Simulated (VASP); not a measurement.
Ti4C3:

```
Ti C
1.0
     4.70907    0.00000    0.00000
     0.00000    4.70907    0.00000
     0.00000    0.00000    4.70907
Ti C
4 3
Direct
  0.00000 0.00000 0.00000
  0.00000 0.50000 0.50000
  0.50000 0.00000 0.50000
  0.50000 0.50000 0.00000
  0.50000 0.00000 0.00000
  0.00000 0.50000 0.00000
  0.00000 0.00000 0.50000
```

The cell was generated, and may not be a known phase.

| Property | Result |
| --- | --- |
| Program | VASP 6.6.1 |
| Task | relaxation of cell and atoms |
| Functional | PBE |
| Potentials or basis | VASP PAW PBE potentials, release 64 (Ti_sv, C) |
| Cutoff | 600 eV |
| k mesh | 4 × 4 × 4 |
| Occupations | gaussian, width 0.1 eV |
| Spin | no spin polarisation |

At the start: pressure -33.5 GPa; volume 14.92 Å³/atom.

Question: How do energy, volume and symmetry change on relaxing?

Answer: Over 4 steps the energy falls by 457.2 meV/atom and the volume is 11.46 Å³/atom (-23.2 %); space group Pm-3m (No. 221, to 0.1 Å) before and after.

Step by step:
```
step  energy change (eV)  largest force (eV/Å)  pressure (GPa)  volume (Å³)
   1              0.0000                0.0000          -33.46       104.43
   2             -0.0666                0.0000           75.19        64.06
   3             -3.1953                0.0000           -2.19        80.88
   4             -3.2007                0.0000           -0.49        80.24
```

Final structure:
```cif
data_structure
_symmetry_space_group_name_H-M 'P 1'
_symmetry_Int_Tables_number 1
_cell_length_a 4.3132
_cell_length_b 4.3132
_cell_length_c 4.3132
_cell_angle_alpha 90.000
_cell_angle_beta 90.000
_cell_angle_gamma 90.000
_cell_volume 80.24
loop_
_atom_site_label
_atom_site_type_symbol
_atom_site_fract_x
_atom_site_fract_y
_atom_site_fract_z
_atom_site_occupancy
Ti1 Ti 0.00000 0.00000 0.00000 1
Ti2 Ti 0.00000 0.50000 0.50000 1
Ti3 Ti 0.50000 0.00000 0.50000 1
Ti4 Ti 0.50000 0.50000 0.00000 1
C1 C 0.50000 0.00000 0.00000 1
C2 C 0.00000 0.50000 0.00000 1
C3 C 0.00000 0.00000 0.50000 1
```

Caveat: the volume moved by over 15 % at a fixed basis, so the end points are rough.
